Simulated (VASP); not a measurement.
# BeSn2S3 (C2/m) in VASP: further runs

Runs on BeSn2S3. Level: PBE. Tasks: relaxation of cell and atoms.

Everything below comes from runs of VASP 6.6.1. Logs are shortened: lines on timing, memory, paths and dates and some standing lists are left out, and cuts for length are marked.

### Step 1. The cell of the first run

Symmetry: C2/m, No. 12, monoclinic system. Conventional cell: a = 8.423 Å, b = 5.734 Å, c = 5.997 Å, α = 90.00°, β = 105.88°, γ = 90.00°. Within 3.8 Å of Be (site symmetry 2/m) lie 4 Sn at 2.87 to 3.00 Å and 4 S at 3.47 Å. Sn (site symmetry 2/m) has 6 S at 2.55 to 2.87 Å and 2 Be at 3.00 Å within 3.4 Å. Sn (site symmetry 2/m) has 2 Be at 2.87 Å and 6 S at 3.00 to 3.47 Å within 3.8 Å. Within 3.5 Å of S (site symmetry -1) lie 4 Sn at 2.55 to 3.47 Å and 4 S at 2.55 to 2.87 Å and 2 Be at 3.47 Å. S (site symmetry 2/m) has 4 S at 2.55 Å and 4 Sn at 2.87 to 3.00 Å within 3.4 Å.

The cell was generated, and may not be a known phase.

### Step 2. Relaxation of cell and atoms, PBE

File INCAR:

```
PREC     = Accurate       # precision mode
ENCUT    = 600            # plane-wave cutoff, eV
EDIFF    = 1E-7           # SCF threshold, eV
ISMEAR   = 0              # smearing method
SIGMA    = 0.15           # smearing width, eV
LREAL    = False          # projectors in reciprocal space
LASPH    = True           # aspherical terms in the spheres
NELM     = 120            # most SCF steps
ALGO     = Normal         # electronic algorithm
ISIF     = 3              # what is computed and relaxed
LWAVE    = False          # write WAVECAR
LCHARG   = False          # write CHGCAR
GGA      = PE             # functional
IBRION   = 2              # ionic algorithm
NSW      = 36             # ionic steps
EDIFFG   = -0.08          # ionic threshold
GGA_COMPAT= False        
NELMIN   = 4
```

File KPOINTS:

```
regular mesh
0
Gamma
  3 3 2
```

File POSCAR:

```
BeSn2S3
1.0
    4.2114948800     -2.8668613300      0.0000000000
    4.2114948800      2.8668613300      0.0000000000
   -1.6409172700      0.0000000000      5.7685607200
Be Sn S
1 2 3
Direct
    0.0000000000      0.0000000000      0.0000000000
    0.0000000000      0.0000000000      0.5000000000
    0.5000000000      0.5000000000      0.0000000000
    0.0000000000      0.5000000000      0.5000000000
    0.5000000000      0.0000000000      0.5000000000
    0.5000000000      0.5000000000      0.5000000000
```

Potentials or basis: VASP PAW PBE potentials, release 64 (Be, Sn_d, S).

Started as:

```console
$ cat potpaw_PBE.64/Be/POTCAR potpaw_PBE.64/Sn_d/POTCAR potpaw_PBE.64/S/POTCAR > POTCAR
$ mpirun -np 1 vasp_std > vasp.out
```

OUTCAR:

```text
PREC = Accurate
   ENCUT = 600
   EDIFF = 1E-7
   ISMEAR = 0
   LREAL = False
   LASPH = True
   NELM = 120
   ISIF = 3
   GGA = PE
   IBRION = 2
   NSW = 36
   EDIFFG = -0.08
   NELMIN = 4

 ion  position               nearest neighbor table
   1  0.000  0.000  0.000-   3 2.87   3 2.87   2 3.00   2 3.00
   2  0.000  0.000  0.500-   4 2.55   5 2.55   4 2.55   5 2.55   6 2.87   6 2.87   1 3.00   1 3.00

   3  0.500  0.500  0.000-   1 2.87   1 2.87   6 3.00   6 3.00
   4  0.000  0.500  0.500-   2 2.55   6 2.55   2 2.55   6 2.55
   5  0.500  0.000  0.500-   2 2.55   6 2.55   6 2.55   2 2.55
   6  0.500  0.500  0.500-   4 2.55   5 2.55   5 2.55   4 2.55   2 2.87   2 2.87   3 3.00   3 3.00

  LATTYP: Found a base centered monoclinic cell.
 ALAT       =     8.4229897600
 B/A-ratio  =     0.6807229764
 C/A-ratio  =     0.7120284048
 COS(beta)  =    -0.2736044105

  Lattice vectors:

 A1 = (   4.2114948800,  -2.8668613300,   0.0000000000)
 A2 = (   4.2114948800,   2.8668613300,   0.0000000000)
 A3 = (  -1.6409172700,   0.0000000000,   5.7685607200)

Analysis of symmetry for initial positions (statically):
=====================================================================
 Subroutine PRICEL returns:
 Original cell was already a primitive cell.

 Routine SETGRP: Setting up the symmetry group for a
 base centered monoclinic supercell.

 Subroutine GETGRP returns: Found  4 space group operations
 (whereof  4 operations were pure point group operations)
 out of a pool of  4 trial point group operations.

The static configuration has the point symmetry C_2h.

Analysis of symmetry for dynamics (positions and initial velocities):
=====================================================================
 Subroutine PRICEL returns:
 Original cell was already a primitive cell.

 Routine SETGRP: Setting up the symmetry group for a
 base centered monoclinic supercell.

 Subroutine GETGRP returns: Found  4 space group operations
 (whereof  4 operations were pure point group operations)
 out of a pool of  4 trial point group operations.

The dynamic configuration has the point symmetry C_2h.

 Subroutine INISYM returns: Found  4 space group operations
 (whereof  4 operations are pure point group operations),
 and found     1 'primitive' translations

[... 75 lines left out ...]
 SYSTEM =  unknown system
   PREC   = accura    normal or accurate (medium, high low for compatibility)
   ISTART =      0    job   : 0-new  1-cont  2-samecut
   ICHARG =      2    charge: 1-file 2-atom 10-const
   ISPIN  =      1    spin polarized calculation?
   LNONCOLLINEAR =      F non collinear calculations
   LSORBIT =      F    spin-orbit coupling
   LASPH  =      T    aspherical Exc in radial PAW
   ENCUT  =  600.0 eV  44.10 Ry    6.64 a.u.  10.18 10.18 11.98*2*pi/ulx,y,z
   NELM   =    120;   NELMIN=  4; NELMDL= -5     # of ELM steps
   EDIFF  = 0.1E-06   stopping-criterion for ELM
   LREAL  =      F    real-space projection
   EDIFFG = -.8E-01   stopping-criterion for IOM
   NSW    =     36    number of steps for IOM
   IBRION =      2    ionic relax: 0-MD 1-quasi-New 2-CG
   NFREE  =      1    steps in history (QN), initial steepest desc. (CG)
   ISIF   =      3    stress and relaxation
   ISYM   =      2    0-nonsym 1-usesym 2-fastsym
   POTIM  = 0.5000    time-step for ionic-motion
   TEBEG  =    0.0;   TEEND  =   0.0 temperature during run
   PSTRESS=    0.0 pullay stress
   NELECT =      48.0000    total number of electrons
   NUPDOWN=      -1.0000    fix difference up-down
   EMIN   =  10.00;   EMAX   =-10.00  energy-range for DOS
   EFERMI =   0.00;   METHOD = LEGACY
   ISMEAR =     0;   SIGMA  =   0.15  broadening in eV -4-tet -1-fermi 0-gaus
   EFERMI_NEDOS =   21; number of points for ismear=-14 and -15
   IALGO  =     38    algorithm
   IMIX   =      4    mixing-type and parameters
     AMIX     =   0.40;   BMIX     =  1.00
     AMIX_MAG =   1.60;   BMIX_MAG =  1.00
  volume/ion in A,a.u.               =      23.22       156.67
  Fermi-wavevector in a.u.,A,eV,Ry     =   1.147735  2.168905 17.922907  1.317296
  Thomas-Fermi vector in A             =   2.284414
   LORBIT       =      0    0 simple, 1 ext, 2 COOP (PROOUT), +10 PAW based schemes
   GGA     = PE    functional components
   LHFCALC =     F    Hartree Fock is set to
   AEXX    =    0.0000 exact exchange contribution
   IVDW    =     0    specifies the selected vdW correction
   LEPSILON=     F    determine dielectric tensor
   LRPA    =     F    only Hartree local field effects (RPA)
 conjugate gradient relaxation of ions
 non-spin polarized calculation
 Gauss-broadening in eV      SIGMA  =   0.15
  energy-cutoff  :      600.00
  volume of cell :      139.30
 maximum number of plane-waves:      4662
 NGX is ok and might be reduce to    42
   NGX = 21   NGY = 21   NGZ = 23

--------------------------------------- Ionic step        1  -------------------------------------------

 number of electron      47.9999997 magnetization

 Free energy of the ion-electron system (eV)
  ---------------------------------------------------
  ext. energy  EPLUGINS =         0.00000000
  ---------------------------------------------------
  free energy    TOTEN  =       -18.85033366 eV

  energy without entropy =      -18.76566675  energy(sigma->0) =      -18.80800021

------------------------ aborting loop because EDIFF is reached ----------------------------------------

  FORCE on cell =-STRESS in cart. coord.  units (eV):
  Direction    XX          YY          ZZ          XY          YZ          ZX
  --------------------------------------------------------------------------------------
  -------------------------------------------------------------------------------------
  Total       10.5578837      5.2939648     -5.1380559      0.0000000      0.0000000      0.4583251
  in kB      121.4358808     60.8907335    -59.0974819      0.0000000      0.0000000      5.2716160
  external PRESSURE =      41.0763775 kB  Pullay stress =       0.0000000 kB
[... 614 lines left out ...]
     27       8.9781      0.00000
     28       9.9223      0.00000

[... ionic steps 4 to 12 ...]

--------------------------------------- Ionic step       13  -------------------------------------------

 number of electron      48.0000000 magnetization

------------------------ aborting loop because EDIFF is reached ----------------------------------------
[... 75 lines left out ...]
--------------------------------------- Ionic step       15  -------------------------------------------

 number of electron      47.9999996 magnetization

 Free energy of the ion-electron system (eV)
  ---------------------------------------------------
  ext. energy  EPLUGINS =         0.00000000
  ---------------------------------------------------
  free energy    TOTEN  =       -22.52362677 eV

  energy without entropy =      -22.50176789  energy(sigma->0) =      -22.51269733

 E-fermi :   5.4814     XC(G=0):  -9.6245

 val. band max:        5.2245978957   @ k =   0.3333   0.0000  -0.0000
 cond. band min:       5.4826124680   @ k =   0.3333   0.0000   0.5000
 fundamental gap:      0.2580145723
 Fermi energy:         5.4813815473
[... 279 lines left out ...]
  FREE ENERGIE OF THE ION-ELECTRON SYSTEM (eV)
  ---------------------------------------------------
  free  energy   TOTEN  =       -22.5236267736 eV

  energy  without entropy=      -22.5017678948  energy(sigma->0) =      -22.51269733

 reached required accuracy - stopping structural energy minimisation
```

OSZICAR:

```text
N       E                     dE             d eps       ncg     rms          rms(c)
DAV:   1     0.491188057469E+03    0.49119E+03   -0.24650E+04   456   0.227E+03
DAV:   2     0.629679816836E+02   -0.42822E+03   -0.41786E+03   448   0.555E+02
DAV:   3    -0.138140272353E+02   -0.76782E+02   -0.72341E+02   568   0.194E+02
[... 204 lines left out ...]
DAV:   6    -0.225236343074E+02    0.36702E-04   -0.37757E-04   560   0.185E-01    0.315E-02
DAV:   7    -0.225236265990E+02    0.77084E-05   -0.52283E-05   556   0.562E-02    0.142E-02
DAV:   8    -0.225236261212E+02    0.47783E-06   -0.66494E-06   532   0.214E-02    0.717E-03
DAV:   9    -0.225236267798E+02   -0.65860E-06   -0.19997E-06   600   0.127E-02    0.202E-03
DAV:  10    -0.225236267736E+02    0.61973E-08   -0.15965E-07   248   0.367E-03
  15 F= -.22523627E+02 E0= -.22512697E+02  d E =-.353563E-01
```

CONTCAR:

```text
BeSn2S3
   1.00000000000000
     6.4182327496649663   -2.9691180139159408   -0.9809270228369735
     6.4182327496649663    2.9691180139159408   -0.9809270228369735
    -3.2968104586951168    0.0000000000000000    3.9407144171710748
  Be              Sn              S
     1     2     3
Direct
     0.0000000000000000    0.0000000000000000    0.0000000000000000
     0.0000000000000000    0.0000000000000000    0.5000000000000000
     0.5000000000000000    0.5000000000000000    0.0000000000000000
     0.0000000000000000    0.5000000000000000    0.5000000000000000
     0.5000000000000000    0.0000000000000000    0.5000000000000000
     0.5000000000000000    0.5000000000000000    0.5000000000000000

  0.00000000E+00  0.00000000E+00  0.00000000E+00
  0.00000000E+00  0.00000000E+00  0.00000000E+00
  0.00000000E+00  0.00000000E+00  0.00000000E+00
  0.00000000E+00  0.00000000E+00  0.00000000E+00
  0.00000000E+00  0.00000000E+00  0.00000000E+00
  0.00000000E+00  0.00000000E+00  0.00000000E+00
```

It took 8.8 min on 1 thread of Intel Xeon Platinum 8259CL at 2.50GHz (Skylake/Cascade Lake), shared host; peak memory 0.31 GiB.

Results:

- Free energy: -22.5236 eV
- Relaxed volume: 21.83 Å³/atom
- Relaxed cell: a = 7.139 Å, b = 7.139 Å, c = 5.138 Å, α = 133.02°, β = 133.02°, γ = 49.15°
- Space group after relaxing (to 0.1 Å): C2/m (No. 12)
- Energy gained by relaxing: 612.2 meV/atom
- Ionic steps: 15
- Pressure after relaxing: 0.1 GPa
- Band gap on the k mesh: zero (bands 24 and 25 overlap by 1.01 eV)

Step by step:
| step | energy change (eV) | largest force (eV/Å) | pressure (GPa) | volume (Å³) |
| --- | --- | --- | --- | --- |
| 1 | 0.0000 | 0.0000 | 4.11 | 139.30 |
| 2 | -0.9016 | 0.0000 | -2.08 | 151.04 |
| 3 | -1.0095 | 0.0000 | -5.50 | 164.32 |
| 4 | -1.0660 | 0.0000 | -4.68 | 159.49 |
| 5 | -1.6566 | 0.0000 | -3.25 | 147.81 |
| 6 | -1.9385 | 0.0000 | -1.17 | 138.10 |
| 7 | -1.1346 | 0.0000 | 15.44 | 117.21 |
| 8 | -1.9650 | 0.0000 | -0.14 | 135.69 |
| 9 | -1.9776 | 0.0000 | 0.86 | 133.69 |
| 10 | -2.8068 | 0.0000 | 1.99 | 128.65 |
| 11 | -1.5643 | 0.0000 | 27.52 | 102.14 |
| 12 | -3.3418 | 0.0000 | 7.04 | 119.11 |
| 13 | -3.6358 | 0.0000 | 0.92 | 129.57 |
| 14 | -3.6379 | 0.0000 | 1.33 | 128.66 |
| 15 | -3.6733 | 0.0000 | 0.11 | 130.99 |

Final structure:
```
Be Sn S
1.0
     6.41823   -2.96912   -0.98093
     6.41823    2.96912   -0.98093
    -3.29681    0.00000    3.94071
Be Sn S
1 2 3
Direct
  0.00000 0.00000 0.00000
  0.00000 0.00000 0.50000
  0.50000 0.50000 0.00000
  0.00000 0.50000 0.50000
  0.50000 0.00000 0.50000
  0.50000 0.50000 0.50000
```

Caveat: the k points lie up to 0.65 Å⁻¹ apart in the final cell, too coarse for converged energies and pressures of a metal; a cell axis changed by over 15 % at a fixed basis, so the end point is rough; spin-orbit coupling is left out, which moves the levels of the heavy elements.

### Step 3. Relaxation of cell and atoms, PBE

This run uses another cell than the first one, of 23.78 Å³/atom.

File INCAR:

```
SYSTEM = BeSn2S3
ALGO = Normal
EDIFF = 1E-7
EDIFFG = -0.08
ENCUT = 600
GGA = PE
GGA_COMPAT = .False.
IBRION = 2
ISIF = 3
ISMEAR = 0
LASPH = .True.
LCHARG = .False.
LREAL = .False.
LWAVE = .False.
NELM = 120
NELMIN = 4
NSW = 36
PREC = Accurate
SIGMA = 0.15
```

File KPOINTS:

```
k-points
0
Gamma
  3 3 2
  0 0 0
```

File POSCAR:

```
BeSn2S3
1.0
    3.5217196200     -3.0663164400      0.0000000000
    3.5217196200      3.0663164400      0.0000000000
   -0.1781263400      0.0000000000      6.6053495200
Be Sn S
1 2 3
Direct
    0.5000000000      0.5000000000      0.5000000000
    0.0000000000      0.0000000000      0.0000000000
    0.5000000000      0.5000000000      0.0000000000
    0.8326309300      0.8326309300      0.7421284600
    0.1673690700      0.1673690700      0.2578715400
    0.0000000000      0.0000000000      0.5000000000
```

Potentials or basis: VASP PAW PBE potentials, release 64 (Be, Sn_d, S).

Started as:

```console
$ cat potpaw_PBE.64/Be/POTCAR potpaw_PBE.64/Sn_d/POTCAR potpaw_PBE.64/S/POTCAR > POTCAR
$ mpirun -np 1 vasp_std > vasp.out
```

Wall time 11 min (1 thread of Intel Xeon Platinum 8259CL at 2.50GHz (Skylake/Cascade Lake), shared host); peak memory 0.31 GiB.

Results (log left out):

```
Free energy                           : -23.0526 eV
Relaxed volume                        : 24.24 Å³/atom
Relaxed cell                          : a = 4.306 Å, b = 4.306 Å, c = 7.863 Å, α = 92.78°, β = 92.78°, γ = 90.35°
Space group after relaxing (to 0.1 Å) : C2/m (No. 12)
Energy gained by relaxing             : 1201.4 meV/atom
Ionic steps                           : 19
Pressure after relaxing               : -0.1 GPa
Largest force after relaxing          : 0.056 eV/Å
Band gap on the k mesh                : zero (bands 24 and 25 overlap by 1.17 eV)
```

Forces on the atoms (eV/Å):
```
Be   0.000  0.000  0.000
Sn   0.000  0.000  0.000
Sn   0.000  0.000  0.000
S   -0.011  0.000 -0.055
S    0.011  0.000  0.055
S    0.000  0.000  0.000
```

Stress tensor (GPa, compression positive):
```
-0.11  0.00 -0.20
 0.00 -0.16  0.00
-0.20  0.00  0.00
```

The path:
| step | energy change (eV) | largest force (eV/Å) | pressure (GPa) | volume (Å³) |
| --- | --- | --- | --- | --- |
| 1 | 0.0000 | 7.8578 | 17.30 | 142.66 |
| 2 | -2.9995 | 0.6607 | -6.93 | 198.96 |
| 3 | -3.7042 | 1.7374 | -3.03 | 172.94 |
| 4 | -4.4509 | 1.7597 | -3.46 | 163.14 |
| 5 | -5.3995 | 2.3255 | 3.88 | 133.96 |
| 6 | -5.4804 | 2.3978 | 0.07 | 142.01 |
| 7 | -6.0064 | 1.9512 | 0.95 | 137.26 |
| 8 | -6.3904 | 0.5117 | 5.60 | 128.22 |
| 9 | -6.7746 | 1.2190 | 4.79 | 132.08 |
| 10 | -6.7831 | 1.6765 | 5.07 | 133.37 |
| 11 | -7.1402 | 0.2085 | 0.05 | 142.90 |
| 12 | -7.1459 | 0.2200 | -0.56 | 144.46 |
| 13 | -7.1786 | 0.1429 | -0.11 | 144.04 |
| 14 | -7.1916 | 0.0726 | 0.42 | 143.56 |
| 15 | -7.2020 | 0.0716 | 0.16 | 144.51 |
| 16 | -7.2054 | 0.1323 | -0.11 | 145.54 |
| 17 | -7.2054 | 0.1270 | -0.09 | 145.47 |
| 18 | -7.2075 | 0.0860 | -0.09 | 145.46 |
| 19 | -7.2086 | 0.0559 | -0.09 | 145.45 |

Final structure:
```cif
data_structure
_symmetry_space_group_name_H-M 'P 1'
_symmetry_Int_Tables_number 1
_cell_length_a 4.3061
_cell_length_b 4.3061
_cell_length_c 7.8631
_cell_angle_alpha 92.785
_cell_angle_beta 92.785
_cell_angle_gamma 90.353
_cell_volume 145.45
loop_
_atom_site_label
_atom_site_type_symbol
_atom_site_fract_x
_atom_site_fract_y
_atom_site_fract_z
_atom_site_occupancy
Be1 Be 0.50000 0.50000 0.50000 1
Sn1 Sn 0.00000 0.00000 0.00000 1
Sn2 Sn 0.50000 0.50000 0.00000 1
S1 S 0.71703 0.71703 0.69511 1
S2 S 0.28297 0.28297 0.30489 1
S3 S 0.00000 0.00000 0.50000 1
```

Levels at points of the mesh, in eV from the Fermi level:
| k point | band 20 | band 21 | band 22 | band 23 | band 24 | band 25 | band 26 | band 27 | band 28 |
| --- | --- | --- | --- | --- | --- | --- | --- | --- | --- |
| (0.00, 0.00, 0.00) | -1.91 | -1.90 | -1.65 | -0.94 | -0.65 | -0.41 | 1.01 | 2.50 | 4.09 |
| (0.00, 0.00, 0.50) | -1.88 | -1.87 | -1.64 | -1.47 | -1.28 | -1.04 | 1.56 | 2.83 | 3.95 |

Caveat: the k points lie up to 0.49 Å⁻¹ apart in the final cell, too coarse for converged energies and pressures of a metal; a cell axis changed by over 15 % at a fixed basis, so the end point is rough; spin-orbit coupling is left out, which moves the levels of the heavy elements; the relaxation stopped at a loose force limit of 0.08 eV/Å, so its end isn't a converged minimum.

The gap in the log of VASP goes by the Fermi energy; the results here count the filled bands.